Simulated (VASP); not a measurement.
# Mo in VASP: notebook

Mo is run at these levels: r2SCAN; tasks: single point.

All numbers are computed with VASP 6.6.1; they aren't measurements. Logs are shortened: lines on timing, memory, paths and dates and some standing lists are left out, and cuts for length are marked.

### Step 1. The cell of the first run

It takes space group Im-3m (No. 229, cubic). Conventional cell: a = 3.087 Å, b = 3.087 Å, c = 3.087 Å, α = 90.00°, β = 90.00°, γ = 90.00°. Mo (site symmetry m-3m) has 14 Mo at 2.67 to 3.09 Å within 3.5 Å.

### Step 2. Single point, r2SCAN (equal strain along all axes, cell held: -2.0 %)

Contents of POSCAR:

```
Mo
1.0
    3.0874216863      0.0000000000      0.0000000000
    0.0000000000      3.0874216863      0.0000000000
    0.0000000000      0.0000000000      3.0874216863
Mo
2
Direct
    0.0000000000      0.0000000000      0.0000000000
    0.5000000000      0.5000000000      0.5000000000
```

Contents of INCAR.step1:

```
SYSTEM = Mo
ALGO     = Normal         ! electronic algorithm
EDIFF    = 1E-4           ! SCF threshold, eV
ENCUT    = 520            ! plane-wave cutoff, eV
GGA      = PE             ! functional
ISMEAR   = 0              ! smearing method
LASPH    = .TRUE.         ! aspherical terms in the spheres
LCHARG   = .FALSE.        ! write CHGCAR
LREAL    = .FALSE.        ! projectors in reciprocal space
LWAVE    = .TRUE.         ! write WAVECAR
NBANDS   = 21             ! bands
NELM     = 60             ! most SCF steps
PREC     = Accurate       ! precision mode
SIGMA    = 0.1            ! smearing width, eV
```

Contents of INCAR.step2:

```
SYSTEM = Mo
ALGO     = Normal         ! electronic algorithm
EDIFF    = 1E-6           ! SCF threshold, eV
ENCUT    = 520            ! plane-wave cutoff, eV
ISIF     = 2              ! what is computed and relaxed
ISMEAR   = 0              ! smearing method
ISTART   = 1            
LASPH    = .TRUE.         ! aspherical terms in the spheres
LCHARG   = .TRUE.         ! write CHGCAR
LELF     = .TRUE.         ! ELF
LMIXTAU  = .TRUE.       
LREAL    = .FALSE.        ! projectors in reciprocal space
LVHAR    = .TRUE.       
LWAVE    = .FALSE.        ! write WAVECAR
METAGGA  = R2SCAN         ! meta-GGA
NBANDS   = 21             ! bands
NELM     = 60             ! most SCF steps
PREC     = Accurate       ! precision mode
SIGMA    = 0.1            ! smearing width, eV
```

Contents of KPOINTS:

```
k-points
0
G
  16 16 16
  0 0 0
```

Potentials or basis: VASP PAW PBE potentials, release 64 (Mo_sv).

Launch:

```
$ cat potpaw_PBE.64/Mo_sv/POTCAR > POTCAR
$ cp INCAR.step1 INCAR
$ mpirun -np 1 vasp_std > vasp.out
$ cp INCAR.step2 INCAR
$ mpirun -np 1 vasp_std > vasp.out
```

OUTCAR:

```text
SYSTEM = Mo
   EDIFF = 1E-6
   ENCUT = 520
   ISIF = 2
   ISMEAR = 0
   ISTART = 1
   LASPH = .TRUE.
   LREAL = .FALSE.
   METAGGA = R2SCAN
   NELM = 60
   PREC = Accurate

 ion  position               nearest neighbor table
   1  0.000  0.000  0.000-   2 2.67   2 2.67   2 2.67   2 2.67   2 2.67   2 2.67   2 2.67   2 2.67

   2  0.500  0.500  0.500-   1 2.67   1 2.67   1 2.67   1 2.67   1 2.67   1 2.67   1 2.67   1 2.67

  LATTYP: Found a simple cubic cell.
 ALAT       =     3.0874216863

  Lattice vectors:

 A1 = (   3.0874216863,   0.0000000000,   0.0000000000)
 A2 = (   0.0000000000,   3.0874216863,   0.0000000000)
 A3 = (   0.0000000000,   0.0000000000,   3.0874216863)

Analysis of symmetry for initial positions (statically):
=====================================================================
 Subroutine PRICEL returns following result:

  LATTYP: Found a body centered cubic cell.
 ALAT       =     3.0874216863

  Lattice vectors:

 A1 = (   1.5437108431,   1.5437108432,  -1.5437108431)
 A2 = (  -1.5437108431,   1.5437108431,   1.5437108431)
 A3 = (   1.5437108431,  -1.5437108431,   1.5437108432)

   2 primitive cells build up your supercell.

 Routine SETGRP: Setting up the symmetry group for a
 simple cubic supercell.

 Subroutine GETGRP returns: Found 48 space group operations
 (whereof 48 operations were pure point group operations)
 out of a pool of 48 trial point group operations.

The static configuration has the point symmetry O_h .

Analysis of symmetry for dynamics (positions and initial velocities):
=====================================================================
 Subroutine PRICEL returns following result:

  LATTYP: Found a body centered cubic cell.
 ALAT       =     3.0874216863

  Lattice vectors:

 A1 = (   1.5437108431,   1.5437108432,  -1.5437108431)
 A2 = (  -1.5437108431,   1.5437108431,   1.5437108431)
 A3 = (   1.5437108431,  -1.5437108431,   1.5437108432)

   2 primitive cells build up your supercell.

 Routine SETGRP: Setting up the symmetry group for a
 simple cubic supercell.

 Subroutine GETGRP returns: Found 48 space group operations
 (whereof 48 operations were pure point group operations)
 out of a pool of 48 trial point group operations.

The dynamic configuration has the point symmetry O_h .

 Subroutine INISYM returns: Found 48 space group operations
 (whereof 48 operations are pure point group operations),
 and found     2 'primitive' translations

----------------------------------------------------------------------------------------

                                     Primitive cell

  volume of cell :      14.7149

  direct lattice vectors                    reciprocal lattice vectors
     1.543710843  1.543710843 -1.543710843     0.323894855  0.323894855  0.000000000
    -1.543710843  1.543710843  1.543710843    -0.000000000  0.323894855  0.323894855
     1.543710843 -1.543710843  1.543710843     0.323894855  0.000000000  0.323894855

  length of vectors
     2.673785613  2.673785613  2.673785613     0.458056497  0.458056497  0.458056497

  position of ions in fractional coordinates (direct lattice)
     0.000000000  0.000000000  0.000000000

  ion indices of the primitive-cell ions
   primitive index   ion index
                 1           1

----------------------------------------------------------------------------------------

 KPOINTS: k-points

Automatic generation of k-mesh.
 Grid dimensions read from file:
 generate k-points for:   16   16   16

 Generating k-lattice:

  Cartesian coordinates                     Fractional coordinates (reciprocal lattice)
     0.020243428  0.000000000  0.000000000     0.062500000  0.000000000  0.000000000
     0.000000000  0.020243428  0.000000000     0.000000000  0.062500000  0.000000000
     0.000000000  0.000000000  0.020243428     0.000000000  0.000000000  0.062500000

  Length of vectors
     0.020243428  0.020243428  0.020243428

  Shift w.r.t. Gamma in fractional coordinates (k-lattice)
     0.000000000  0.000000000  0.000000000

 Subroutine IBZKPT returns following result:
 ===========================================

 Found    165 irreducible k-points:

 Following reciprocal coordinates:
            Coordinates               Weight
  0.000000  0.000000  0.000000      1.000000
  0.062500  0.000000  0.000000      6.000000
  0.125000  0.000000  0.000000      6.000000
  0.187500  0.000000  0.000000      6.000000
  0.250000  0.000000  0.000000      6.000000
  0.312500  0.000000  0.000000      6.000000
[... 16 lines left out ...]
  0.437500  0.125000  0.000000     24.000000
  0.500000  0.125000  0.000000     12.000000
 [... further k-points ...]
   k-points           NKPTS =    165   k-points in BZ     NKDIM =    165   number of bands    NBANDS=     21
   number of dos      NEDOS =    301   number of ions     NIONS =      2
   total plane-waves  NPLWV =  13824
   dimension x,y,z NGX =    24 NGY =   24 NGZ =   24
   dimension x,y,z NGXF=    48 NGYF=   48 NGZF=   48
   ions per type =               2
   NGX,Y,Z   is equivalent  to a cutoff of  12.92, 12.92, 12.92 a.u.
   NGXF,Y,Z  is equivalent  to a cutoff of  25.85, 25.85, 25.85 a.u.
 SYSTEM =  Mo
   PREC   = accura    normal or accurate (medium, high low for compatibility)
   ISTART =      1    job   : 0-new  1-cont  2-samecut
   ICHARG =      0    charge: 1-file 2-atom 10-const
   ISPIN  =      1    spin polarized calculation?
   LNONCOLLINEAR =      F non collinear calculations
   LSORBIT =      F    spin-orbit coupling
   LASPH  =      T    aspherical Exc in radial PAW
   ENCUT  =  520.0 eV  38.22 Ry    6.18 a.u.   5.74  5.74  5.74*2*pi/ulx,y,z
   NELM   =     60;   NELMIN=  2; NELMDL=  0     # of ELM steps
   EDIFF  = 0.1E-05   stopping-criterion for ELM
   LREAL  =      F    real-space projection
   EDIFFG = 0.1E-04   stopping-criterion for IOM
   NSW    =      0    number of steps for IOM
   IBRION =     -1    ionic relax: 0-MD 1-quasi-New 2-CG
   NFREE  =      0    steps in history (QN), initial steepest desc. (CG)
   ISIF   =      2    stress and relaxation
   ISYM   =      2    0-nonsym 1-usesym 2-fastsym
   POTIM  = 0.5000    time-step for ionic-motion
   TEBEG  =    0.0;   TEEND  =   0.0 temperature during run
   PSTRESS=    0.0 pullay stress
   NELECT =      28.0000    total number of electrons
   NUPDOWN=      -1.0000    fix difference up-down
   EMIN   =  10.00;   EMAX   =-10.00  energy-range for DOS
   EFERMI =   0.00;   METHOD = LEGACY
   ISMEAR =     0;   SIGMA  =   0.10  broadening in eV -4-tet -1-fermi 0-gaus
   EFERMI_NEDOS =   21; number of points for ismear=-14 and -15
   IALGO  =     38    algorithm
   IMIX   =      4    mixing-type and parameters
     AMIX     =   0.40;   BMIX     =  1.00
     AMIX_MAG =   1.60;   BMIX_MAG =  1.00
  volume/ion in A,a.u.               =      14.71        99.30
  Fermi-wavevector in a.u.,A,eV,Ry     =   1.610145  3.042732 35.273999  2.592566
  Thomas-Fermi vector in A             =   2.705742
   LORBIT       =      0    0 simple, 1 ext, 2 COOP (PROOUT), +10 PAW based schemes
   METAGGA = R2SCAN    functional components
   LHFCALC =     F    Hartree Fock is set to
   AEXX    =    0.0000 exact exchange contribution
   IVDW    =     0    specifies the selected vdW correction
   LEPSILON=     F    determine dielectric tensor
   LRPA    =     F    only Hartree local field effects (RPA)
 non-spin polarized calculation
 Gauss-broadening in eV      SIGMA  =   0.10
  energy-cutoff  :      520.00
  volume of cell :       29.43
 maximum number of plane-waves:       840
 NGX is ok and might be reduce to    24
   NGX = 11   NGY = 11   NGZ = 11

 number of electron      27.9999992 magnetization

 Free energy of the ion-electron system (eV)
  ---------------------------------------------------
  ext. energy  EPLUGINS =         0.00000000
  ---------------------------------------------------
  free energy    TOTEN  =       -52.04050295 eV

  energy without entropy =      -52.03569292  energy(sigma->0) =      -52.03809793

 E-fermi :  13.5793     XC(G=0): -15.0243

 val. band max:       13.5659831795   @ k =   0.4375   0.1250   0.0000
 cond. band min:      13.5986430995   @ k =   0.4375   0.1250   0.1250
 fundamental gap:      0.0326599200
 Fermi energy:        13.5793401283

 k-point     1 :       0.0000    0.0000    0.0000
  band No.  band energies     occupation
      1     -49.6906      2.00000
      2     -49.0620      2.00000
      3     -23.2322      2.00000
      4     -23.2322      2.00000
      5     -23.2322      2.00000
      6     -21.9980      2.00000
[... 13 lines left out ...]
     20      23.5479      0.00000
     21      23.5479      0.00000

 k-point     2 :       0.0625    0.0000    0.0000
  band No.  band energies     occupation
      1     -49.6837      2.00000
      2     -49.0671      2.00000
      3     -23.2340      2.00000
      4     -23.2200      2.00000
      5     -23.2200      2.00000
      6     -22.0247      2.00000
[... 13 lines left out ...]
     20      23.2963      0.00000
     21      23.9502      0.00000

 k-point     3 :       0.1250    0.0000    0.0000
  band No.  band energies     occupation
      1     -49.6632      2.00000
      2     -49.0821      2.00000
      3     -23.2377      2.00000
      4     -23.1841      2.00000
      5     -23.1841      2.00000
      6     -22.1016      2.00000
[... 13 lines left out ...]
     20      22.6228      0.00000
     21      24.9682      0.00000

 k-point     4 :       0.1875    0.0000    0.0000
  band No.  band energies     occupation
      1     -49.6303      2.00000
      2     -49.1069      2.00000
      3     -23.2388      2.00000
      4     -23.1257      2.00000
      5     -23.1257      2.00000
      6     -22.2203      2.00000
[... 13 lines left out ...]
     20      21.6974      0.00000
     21      26.3286      0.00000

 k-point     5 :       0.2500    0.0000    0.0000
  band No.  band energies     occupation
      1     -49.5866      2.00000
      2     -49.1411      2.00000
      3     -23.2306      2.00000
      4     -23.0474      2.00000
      5     -23.0474      2.00000
      6     -22.3684      2.00000
[... 13 lines left out ...]
     20      20.6788      0.00000
     21      27.8763      0.00000
[... 382 lines left out ...]
     20      20.3908      0.00000
     21      27.9544      0.00000

 k-point    22 :       0.3750    0.1250    0.0000
  band No.  band energies     occupation
      1     -49.4621      2.00000
      2     -49.2387      2.00000
      3     -23.3434      2.00000
      4     -22.9237      2.00000
      5     -22.8208      2.00000
      6     -22.6619      2.00000
[... 13 lines left out ...]
     20      19.3287      0.00000
     21      28.8432      0.00000

 k-point    23 :       0.4375    0.1250    0.0000
  band No.  band energies     occupation
      1     -49.4045      2.00000
      2     -49.2906      2.00000
      3     -23.2835      2.00000
      4     -23.0701      2.00000
      5     -22.7120      2.00000
      6     -22.5453      2.00000
[... 13 lines left out ...]
     20      18.4172      0.00000
     21      29.1061      0.00000

 k-point    24 :       0.5000    0.1250    0.0000
  band No.  band energies     occupation
      1     -49.3465      2.00000
      2     -49.3465      2.00000
      3     -23.1918      2.00000
      4     -23.1918      2.00000
      5     -22.5998      2.00000
      6     -22.5998      2.00000
[... 13 lines left out ...]
     20      17.7078      0.00000
     21      29.1846      0.00000

 [... further k-points ...]
[... 5 lines left out ...]
  --------------------------------------------------------------------------------------
  -------------------------------------------------------------------------------------
  Total        3.7154241      3.7154241      3.7154241      0.0000000     -0.0000000      0.0000000
  in kB      202.2698390    202.2698390    202.2698390      0.0000000     -0.0000000      0.0000000
  external PRESSURE =     202.2698390 kB  Pullay stress =       0.0000000 kB

 VOLUME and BASIS-vectors are now :
 -----------------------------------------------------------------------------
  energy-cutoff  :      520.00
  volume of cell :       29.43
      direct lattice vectors                 reciprocal lattice vectors
     3.087421686  0.000000000  0.000000000     0.323894855  0.000000000  0.000000000
     0.000000000  3.087421686  0.000000000     0.000000000  0.323894855  0.000000000
     0.000000000  0.000000000  3.087421686     0.000000000  0.000000000  0.323894855

 POSITION                                       TOTAL-FORCE (eV/Angst)
 -----------------------------------------------------------------------------------
      0.00000      0.00000      0.00000         0.000000      0.000000      0.000000
      1.54371      1.54371      1.54371        -0.000000     -0.000000     -0.000000
 -----------------------------------------------------------------------------------
    total drift:                                0.000000      0.000000     -0.000000

  FREE ENERGIE OF THE ION-ELECTRON SYSTEM (eV)
  ---------------------------------------------------
  free  energy   TOTEN  =       -52.0405029464 eV

  energy  without entropy=      -52.0356929214  energy(sigma->0) =      -52.03809793
```

Wall time 3.2 min (1 thread of AMD EPYC 7R13 (Zen 3), shared host); peak memory 0.17 GiB.

Results:

- Free energy: -52.0405 eV
- Pressure: 20.2 GPa
- Band gap on the k mesh: zero (bands 14 and 15 overlap by 2.58 eV)

Caveat: the cell differs from its parent crystal (equal strain along all axes, cell held: -2.0 %); the cell stands under pressure; the PAW data sets were made with another functional, which shifts forces and pressure a little.

### Step 3. Single point, r2SCAN

This run uses another cell than the first one, of 15.63 Å³/atom.

Contents of POSCAR:

```
Mo
1.0
    3.1504302921      0.0000000000      0.0000000000
    0.0000000000      3.1504302921      0.0000000000
    0.0000000000      0.0000000000      3.1504302921
Mo
2
Direct
    0.0000000000      0.0000000000      0.0000000000
    0.5000000000      0.5000000000      0.5000000000
```

Contents of INCAR.step1:

```
  PREC = Accurate
  ENCUT = 520
  ISMEAR = 0
  SIGMA = 0.1
  LREAL = F
  LASPH = T
  NELM = 80
  NBANDS = 21
  GGA = PE
  ALGO = Normal
  EDIFF = 1E-4
  LWAVE = T
  LCHARG = F
```

Contents of INCAR.step2:

```
  PREC = Accurate
  ENCUT = 520
  EDIFF = 1E-6
  ISMEAR = 0
  SIGMA = 0.1
  LREAL = F
  LASPH = T
  NELM = 80
  ALGO = Normal
  ISIF = 2
  LWAVE = F
  LCHARG = F
  METAGGA = R2SCAN
  LMIXTAU = T
  NBANDS = 21
  ISTART = 1
```

Contents of KPOINTS:

```
Automatic mesh
0
Gamma
  16 16 16
```

Potentials or basis: VASP PAW PBE potentials, release 64 (Mo_sv).

Launch:

```
$ cat potpaw_PBE.64/Mo_sv/POTCAR > POTCAR
$ cp INCAR.step1 INCAR
$ mpirun -np 1 vasp_std > vasp.out
$ cp INCAR.step2 INCAR
$ mpirun -np 1 vasp_std > vasp.out
```

Wall time 3.2 min (1 thread of AMD EPYC 7R13 (Zen 3), shared host); peak memory 0.17 GiB.

Results (log left out):

| Quantity | Value |
| --- | --- |
| Free energy | -52.1576 eV |
| Pressure | 1.1 GPa |
| Band gap on the k mesh | zero (bands 14 and 15 overlap by 2.25 eV) |

Levels at points of the mesh, in eV from the Fermi level:
```tsv
k point	band 11	band 12	band 13	band 14	band 15	band 16	band 17	band 18
(0.00, 0.00, 0.00)	-5.66	-1.44	-1.44	-1.44	1.90	1.90	4.13	4.13
(0.50, 0.00, 0.00)	-2.72	-2.72	-0.68	-0.68	-0.68	-0.68	0.89	0.89
(0.50, 0.50, 0.00)	-3.60	-3.60	1.56	1.56	1.87	1.87	2.58	2.58
(0.50, 0.50, 0.50)	-2.82	-2.82	-2.82	-2.82	2.71	2.71	2.71	2.71
```

Caveat: the PAW data sets were made with another functional, which shifts forces and pressure a little.

### Step 4. Single point, r2SCAN (equal strain along all axes, cell held: +2.0 %)

Contents of POSCAR:

```
Mo
1.0
    3.2134388980      0.0000000000      0.0000000000
    0.0000000000      3.2134388980      0.0000000000
    0.0000000000      0.0000000000      3.2134388980
Mo
2
Direct
    0.0000000000      0.0000000000      0.0000000000
    0.5000000000      0.5000000000      0.5000000000
```

Contents of INCAR.step1:

```
SYSTEM = Mo
PREC     = Accurate       ! precision mode
ENCUT    = 520            ! plane-wave cutoff, eV
ISMEAR   = 0              ! smearing method
SIGMA    = 0.1            ! smearing width, eV
LREAL    = .FALSE.        ! projectors in reciprocal space
LASPH    = .TRUE.         ! aspherical terms in the spheres
NELM     = 80             ! most SCF steps
NBANDS   = 21             ! bands
GGA      = PE             ! functional
ALGO     = Normal         ! electronic algorithm
EDIFF    = 1E-4           ! SCF threshold, eV
LWAVE    = .TRUE.         ! write WAVECAR
LCHARG   = .FALSE.        ! write CHGCAR
```

Contents of INCAR.step2:

```
SYSTEM = Mo
PREC     = Accurate       ! precision mode
ENCUT    = 520            ! plane-wave cutoff, eV
EDIFF    = 1E-7           ! SCF threshold, eV
ISMEAR   = 0              ! smearing method
SIGMA    = 0.1            ! smearing width, eV
LREAL    = .FALSE.        ! projectors in reciprocal space
LASPH    = .TRUE.         ! aspherical terms in the spheres
NELM     = 80             ! most SCF steps
ALGO     = Normal         ! electronic algorithm
ISIF     = 2              ! what is computed and relaxed
LWAVE    = .FALSE.        ! write WAVECAR
LCHARG   = .FALSE.        ! write CHGCAR
METAGGA  = R2SCAN         ! meta-GGA
LMIXTAU  = .TRUE.       
NBANDS   = 21             ! bands
ISTART   = 1
```

Contents of KPOINTS:

```
regular mesh
0
G
  16 16 16
  0 0 0
```

Launch:

```
$ cat potpaw_PBE.64/Mo_sv/POTCAR > POTCAR
$ cp INCAR.step1 INCAR
$ mpirun -np 1 vasp_std > vasp.out
$ cp INCAR.step2 INCAR
$ mpirun -np 1 vasp_std > vasp.out
```

Wall time 3.4 min (1 thread of AMD EPYC 7R13 (Zen 3), shared host); peak memory 0.18 GiB.

The run converged. Its results:

```yaml
Free_energy: -52.0802 eV
Pressure: -13.4 GPa
Band_gap_on_the_k_mesh: zero (bands 14 and 15 overlap by 1.98 eV)
```

Levels at points of the mesh, in eV from the Fermi level:
```tsv
k point	band 11	band 12	band 13	band 14	band 15	band 16	band 17	band 18
(0.00, 0.00, 0.00)	-5.18	-1.32	-1.32	-1.32	1.81	1.81	3.80	3.80
(0.50, 0.00, 0.00)	-2.42	-2.42	-0.63	-0.63	-0.63	-0.63	0.85	0.85
(0.50, 0.50, 0.00)	-3.31	-3.31	1.35	1.35	1.75	1.75	2.40	2.40
(0.50, 0.50, 0.50)	-2.67	-2.67	-2.67	-2.67	2.52	2.52	2.52	2.52
```

Caveat: the cell differs from its parent crystal (equal strain along all axes, cell held: +2.0 %); the cell stands under tension; the PAW data sets were made with another functional, which shifts forces and pressure a little.

(Continued in part 2 of 2.)
